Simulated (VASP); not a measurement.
# NiMoIrPdW (P3m1) in VASP: notebook, part 2 of 2

VASP 6.6.1.

## Step 3: Single point, revPBE, collinear spin, ferromagnetic start

This run uses another cell than the first one, of 15.14 Å³/atom.

Contents of INCAR:

```
  PREC = Accurate
  ENCUT = 520
  EDIFF = 1E-7
  ISMEAR = -1
  SIGMA = 0.05
  LREAL = False
  LASPH = True
  NELM = 150
  ALGO = Normal
  ISIF = 2
  LWAVE = False
  LCHARG = False
  ISPIN = 2
  MAGMOM = 1 1 0 0.6 0
  LORBIT = 11
  LMAXMIX = 4
  GGA = RE
  NBANDS = 40
```

Contents of KPOINTS:

```
Automatic mesh
0
Gamma
  8 8 2
```

Contents of POSCAR:

```
NiMoIrPdW
1.0
    2.7725894972      0.0000000000      0.0000000000
   -1.3862947486      2.4011329389      0.0000000000
    0.0000000000      0.0000000000     11.3703334292
Ni Mo Pd Ir W
1 1 1 1 1
Direct
    0.0000000000      0.0000000000      0.7092892813
    0.6666666667      0.3333333333      0.2950646181
    0.6666666667      0.3333333333      0.8990235659
    0.0000000000      0.0000000000      0.1051892500
    0.6666666667      0.3333333333      0.5291132847
```

Potentials or basis: VASP PAW PBE potentials, release 64 (Ni, Mo_sv, Pd, Ir, W_sv).

Command:

```sh
cat potpaw_PBE.64/Ni/POTCAR potpaw_PBE.64/Mo_sv/POTCAR potpaw_PBE.64/Pd/POTCAR potpaw_PBE.64/Ir/POTCAR potpaw_PBE.64/W_sv/POTCAR > POTCAR
mpirun -np 1 vasp_std > vasp.out
```

Run time: 6.9 min. Hardware: 1 thread of Intel Xeon 8259CL, shared host; peak memory 0.34 GiB.

Results (log left out):

- Free energy: -39.9708 eV
- Pressure: 0.4 GPa
- Largest force: 0.028 eV/Å
- Net moment: 0.00 μB per cell
- Valence electrons inside the program's atomic spheres: Ni 9.18; Mo 12.52; Pd 9.45; Ir 8.26; W 12.06

Forces in eV/Å, atoms in the order of the input:
```
Ni   0.000  0.000  0.028
Mo   0.000  0.000  0.002
Pd   0.000  0.000  0.000
Ir   0.000  0.000 -0.021
W    0.000  0.000 -0.009
```

Levels at points of the mesh, in eV from the Fermi level:
Spin up:
| k point | band 24 | band 25 | band 26 | band 27 | band 28 | band 29 | band 30 | band 31 | band 32 | band 33 |
| --- | --- | --- | --- | --- | --- | --- | --- | --- | --- | --- |
| (0.00, 0.00, 0.00) | -1.54 | -1.39 | -1.39 | -0.95 | -0.85 | -0.85 | -0.08 | -0.08 | 0.12 | 0.25 |
| (0.50, 0.00, 0.00) | -0.54 | -0.44 | -0.36 | -0.04 | 0.93 | 0.99 | 1.19 | 1.99 | 2.09 | 2.81 |
| (0.00, 0.00, 0.50) | -1.55 | -1.32 | -1.32 | -1.06 | -0.94 | -0.94 | 0.01 | 0.01 | 0.18 | 0.18 |
| (0.50, 0.00, 0.50) | -0.47 | -0.35 | -0.04 | 0.20 | 0.80 | 0.96 | 1.21 | 1.28 | 2.55 | 2.73 |
Spin down:
```
           k point  band 26  band 27  band 28  band 29  band 30  band 31
(0.00, 0.00, 0.00)    -1.39    -0.95    -0.85    -0.85    -0.08    -0.08
(0.50, 0.00, 0.00)    -0.36    -0.04     0.93     0.99     1.19     1.99
(0.00, 0.00, 0.50)    -1.32    -1.06    -0.94    -0.94     0.01     0.01
(0.50, 0.00, 0.50)    -0.04     0.20     0.80     0.96     1.21     1.28
```

Caveat: the PAW data sets were made with another functional, which shifts forces and pressure a little; spin-orbit coupling is left out, which moves the levels of the heavy elements.

## Step 4: Single point, revPBE, collinear spin, ferromagnetic start

Contents of INCAR:

```
ALGO = Fast ; EDIFF = 1E-6
ENCUT = 520 ; GGA = RE
ISIF = 2 ; ISMEAR = -1
ISPIN = 2 ; LASPH = True
LCHARG = True ; LELF = True
LMAXMIX = 4 ; LORBIT = 11
LREAL = False ; LVHAR = True
LWAVE = False ; MAGMOM = 1 1 0 0.6 0
NBANDS = 40 ; NELM = 150
PREC = Accurate ; SIGMA = 0.05
```

Contents of KPOINTS:

```
k-points
0
Gamma
  11 11 3
```

Contents of POSCAR:

```
NiMoIrPdW
1.0
    2.7607800000      0.0000000000      0.0000000000
   -1.3803900000      2.3909000000      0.0000000000
    0.0000000000      0.0000000000     11.3405100000
Ni Mo Pd Ir W
1 1 1 1 1
Direct
    0.0000000000      0.0000000000      0.7091700000
    0.6666700000      0.3333300000      0.2942500000
    0.6666700000      0.3333300000      0.8990100000
    0.0000000000      0.0000000000      0.1060400000
    0.6666700000      0.3333300000      0.5292100000
```

Potentials or basis: VASP PAW PBE potentials, release 64 (Ni, Mo_sv, Pd, Ir, W_sv).

Command:

```sh
cat potpaw_PBE.64/Ni/POTCAR potpaw_PBE.64/Mo_sv/POTCAR potpaw_PBE.64/Pd/POTCAR potpaw_PBE.64/Ir/POTCAR potpaw_PBE.64/W_sv/POTCAR > POTCAR
mpirun -np 1 vasp_std > vasp.out
```

OUTCAR:

```text
EDIFF = 1E-6
   ENCUT = 520
   GGA = RE
   ISIF = 2
   ISMEAR = -1
   ISPIN = 2
   LASPH = True
   LORBIT = 11
   LREAL = False
   NELM = 150
   PREC = Accurate

 ion  position               nearest neighbor table
   1  0.000  0.000  0.709-   5 2.59   5 2.59   5 2.59   3 2.68   3 2.68   3 2.68
   2  0.667  0.333  0.294-   4 2.66   4 2.66   4 2.66   5 2.66
   3  0.667  0.333  0.899-   1 2.68   1 2.68   1 2.68   4 2.84   4 2.84   4 2.84
   4  0.000  0.000  0.106-   2 2.66   2 2.66   2 2.66   3 2.84   3 2.84   3 2.84
   5  0.667  0.333  0.529-   1 2.59   1 2.59   1 2.59   2 2.66

  LATTYP: Found a hexagonal cell.
 ALAT       =     2.7607800000
 C/A-ratio  =     4.1077195575

  Lattice vectors:

 A1 = (   2.7607800000,   0.0000000000,   0.0000000000)
 A2 = (  -1.3803900000,   2.3909000000,   0.0000000000)
 A3 = (   0.0000000000,   0.0000000000,  11.3405100000)

Analysis of symmetry for initial positions (statically):
=====================================================================
 Subroutine PRICEL returns:
 Original cell was already a primitive cell.

 Routine SETGRP: Setting up the symmetry group for a
 hexagonal supercell.

 Subroutine GETGRP returns: Found  2 space group operations
 (whereof  2 operations were pure point group operations)
 out of a pool of 24 trial point group operations.

The static configuration has the point symmetry C_1h.

Analysis of symmetry for dynamics (positions and initial velocities):
=====================================================================
 Subroutine PRICEL returns:
 Original cell was already a primitive cell.

 Routine SETGRP: Setting up the symmetry group for a
 hexagonal supercell.

 Subroutine GETGRP returns: Found  2 space group operations
 (whereof  2 operations were pure point group operations)
 out of a pool of 24 trial point group operations.

The dynamic configuration has the point symmetry C_1h.

Analysis of structural, dynamic, and magnetic symmetry:
=====================================================================
 Subroutine PRICEL returns:
[... 171 lines left out ...]
 spin component 1

 k-point     1 :       0.0000    0.0000    0.0000
  band No.  band energies     occupation
      1     -63.8394      1.00000
      2     -50.9519      1.00000
      3     -28.1657      1.00000
      4     -27.4462      1.00000
      5     -27.4462      1.00000
      6     -25.0546      1.00000
[... 1021 lines left out ...]
     39      18.0750      0.00000
     40      18.2485      0.00000

 [... further k-points ...]

 spin component 2

 k-point     1 :       0.0000    0.0000    0.0000
  band No.  band energies     occupation
      1     -63.8393      1.00000
      2     -50.9521      1.00000
      3     -28.1655      1.00000
      4     -27.4460      1.00000
      5     -27.4460      1.00000
      6     -25.0548      1.00000
[... 1021 lines left out ...]
     39      18.0756      0.00000
     40      18.2510      0.00000

 [... further k-points ...]

------------------------ aborting loop because EDIFF is reached ----------------------------------------

  FORCE on cell =-STRESS in cart. coord.  units (eV):
  Direction    XX          YY          ZZ          XY          YZ          ZX
  --------------------------------------------------------------------------------------
  -------------------------------------------------------------------------------------
  Total        1.3925151      1.3923992      1.4356468     -0.0000947      0.0000291     -0.0000503
  in kB       29.8046957     29.8022163     30.7278663     -0.0020260      0.0006228     -0.0010773
  external PRESSURE =      30.1115927 kB  Pullay stress =       0.0000000 kB

 VOLUME and BASIS-vectors are now :
 -----------------------------------------------------------------------------
  energy-cutoff  :      520.00
  volume of cell :       74.86
      direct lattice vectors                 reciprocal lattice vectors
     2.760780000  0.000000000  0.000000000     0.362216475  0.209126270  0.000000000
    -1.380390000  2.390900000  0.000000000     0.000000000  0.418252541  0.000000000
     0.000000000  0.000000000 11.340510000     0.000000000  0.000000000  0.088179456

 POSITION                                       TOTAL-FORCE (eV/Angst)
 -----------------------------------------------------------------------------------
      0.00000      0.00000      8.04235         0.000027     -0.000016      0.055455
      1.38040      0.79696      3.33695        -0.000049      0.000028      0.342425
      1.38040      0.79696     10.19523        -0.000023      0.000013      0.019556
      0.00000      0.00000      1.20255         0.000061     -0.000035     -0.252638
      1.38040      0.79696      6.00151        -0.000016      0.000009     -0.164798
 -----------------------------------------------------------------------------------
    total drift:                                0.000006      0.000008      0.000493

  FREE ENERGIE OF THE ION-ELECTRON SYSTEM (eV)
  ---------------------------------------------------
  free  energy   TOTEN  =       -39.9769677218 eV

  energy  without entropy=      -39.9300773319  energy(sigma->0) =      -39.95352253

 total charge

# of ion       s       p       d       tot
------------------------------------------
    1        0.457   0.419   8.322   9.198
    2        2.370   6.186   3.999  12.555
    3        0.501   0.479   8.488   9.468
    4        0.687   0.648   6.972   8.306
    5        2.432   6.271   3.378  12.081
--------------------------------------------------
tot          6.447  14.002  31.159  51.609

 magnetization (x)

# of ion       s       p       d       tot
------------------------------------------
    1        0.000   0.000   0.002   0.002
    2       -0.000  -0.000  -0.000  -0.000
    3        0.000   0.000   0.000   0.000
    4       -0.000  -0.000   0.000   0.000
    5        0.000   0.000   0.000   0.000
--------------------------------------------------
tot          0.000   0.000   0.002   0.002
```

It took 9.6 min on 1 thread of Intel Xeon 6975P-C (Granite Rapids), shared host; peak memory 0.65 GiB.

What came out:

| Item | Value |
| --- | --- |
| Free energy | -39.9770 eV |
| Pressure | 3.0 GPa |
| Largest force | 0.342 eV/Å |
| Net moment | 0.00 μB per cell |
| Valence electrons inside the program's atomic spheres | Ni 9.20; Mo 12.55; Pd 9.47; Ir 8.31; W 12.08 |

Forces on the atoms (eV/Å):
```
Ni   0.000  0.000  0.055
Mo   0.000  0.000  0.342
Pd   0.000  0.000  0.020
Ir   0.000  0.000 -0.253
W    0.000  0.000 -0.165
```

Caveat: the cell stands under pressure; the PAW data sets were made with another functional, which shifts forces and pressure a little; spin-orbit coupling is left out, which moves the levels of the heavy elements.

## Step 5: Summary

| level | cell | k mesh | gap on the mesh (eV) | pressure (GPa) | moment (μB) | largest force (eV/Å) |
| --- | --- | --- | --- | --- | --- | --- |
| RPBE | a = 2.761, b = 2.761, c = 11.341 Å, angles 90.0, 90.0, 120.0°, 5 atoms, atomic positions A | 8 × 8 × 2 | none | 4.4 | 0.00 | 0.34 |
| revPBE | a = 2.773, b = 2.773, c = 11.370 Å, angles 90.0, 90.0, 120.0°, 5 atoms, atomic positions B | 8 × 8 × 2 | none | 0.4 | 0.00 | 0.03 |
| revPBE | a = 2.761, b = 2.761, c = 11.341 Å, angles 90.0, 90.0, 120.0°, 5 atoms, atomic positions A | 11 × 11 × 3 | none | 3.0 | 0.00 | 0.34 |

Alike in all rows: task single point; potentials or basis VASP PAW PBE potentials, release 64 (Ni, Mo_sv, Pd, Ir, W_sv); spin collinear, ferromagnetic start; cutoff (eV) 520; smearing fermi-dirac 0.05 eV.

Caveats: the PAW data sets were made with another functional, which shifts forces and pressure a little; spin-orbit coupling is left out, which moves the levels of the heavy elements; the cell stands under pressure (at least some runs).

Absolute energies hang on the potentials; compare differences alone.
